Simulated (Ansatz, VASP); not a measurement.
WSe2 in VASP and in Ansatz

INCAR

```
SYSTEM = WSe2
PREC = Accurate
ENCUT = 500
EDIFF = 1E-6
ISMEAR = 0
SIGMA = 0.05
LREAL = .False.
LASPH = .True.
NELM = 120
ALGO = Normal
ISIF = 2
LWAVE = .False.
LCHARG = .True.
LELF = .True.
LVHAR = .True.
NBANDS = 20
GGA_COMPAT = .False.
```

Contents of KPOINTS:

```
Automatic mesh
0
Gamma
  9 9 2
  0 0 0
```

Contents of POSCAR:

```
WSe2
1.0
    3.3772833224      0.0000000000      0.0000000000
   -1.6886416612      2.9248131530      0.0000000000
    0.0000000000      0.0000000000     16.6603124568
W Se
1 2
Direct
    0.0000000000      0.0000000000      0.0000000000
    0.3333333333      0.6666666667      0.0999280284
    0.3333333333      0.6666666667      0.9000719716
```

Input for Ansatz:

```yaml
crystal:
  lattice:
    - [3.3772833224, 0.0, 0.0]
    - [-1.6886416612, 2.924813153, 0.0]
    - [0.0, 0.0, 16.6603124568]
  atoms:
    - { symbol: W, position: [0.0, 0.0, 0.0] }
    - { symbol: Se, position: [0.3333333333, 0.6666666667, 0.0999280284] }
    - { symbol: Se, position: [0.3333333333, 0.6666666667, 0.9000719716] }
basis:
  ecutwfc: 420
kpoints:
  mp_grid: { grid: [9, 9, 2] }
hamiltonian:
  xc: lda
  pseudopotentials: { kind: paw, azcp: { folder: soft_1 } }
scf:
  occupations: { method: gaussian, width: 0.05 }
output:
  forces: true
  stress: true
  eigenvalues: true
```

Change from the starting cell: mode 9 frozen in at +0.000 Å, equal normal strain along x and y +0.0400.

Alike in both runs: task single point; functional LDA; k mesh 9 × 9 × 2; occupations gaussian, width 0.05 eV; no spin polarisation.

|  | VASP | Ansatz |
| --- | --- | --- |
| version | VASP 6.6.1 | Ansatz 0.2.0 |
| potentials or method | VASP PAW LDA potentials, release 64 (W_sv, Se), cutoff 500 eV | scalar-relativistic, plane waves, PAW |
| valence electrons in the cell | 26 | 46 |

|  | VASP | Ansatz | Ansatz less VASP |
| --- | --- | --- | --- |
| gap on the k mesh at the Fermi level (eV) | 1.36 | 1.35 | -0.003 |
| least direct gap on the mesh (eV) | 1.36 | 1.35 | -0.003 |
| rms of the force components (eV/Å) | 0.340 | 0.380 | +0.0399 |

Ansatz warns that its potentials were made for another functional, while VASP's fit it. LDA's correlation is that of Perdew and Zunger in VASP and of Perdew and Wang (1992) in Ansatz. Atom by atom the forces differ by 0.040 eV/Å (rms over components). VASP's potentials hold 26 valence electrons a cell and Ansatz's 46, so a difference there can come from the potentials and not from the codes.

Neither program's run includes spin-orbit coupling.
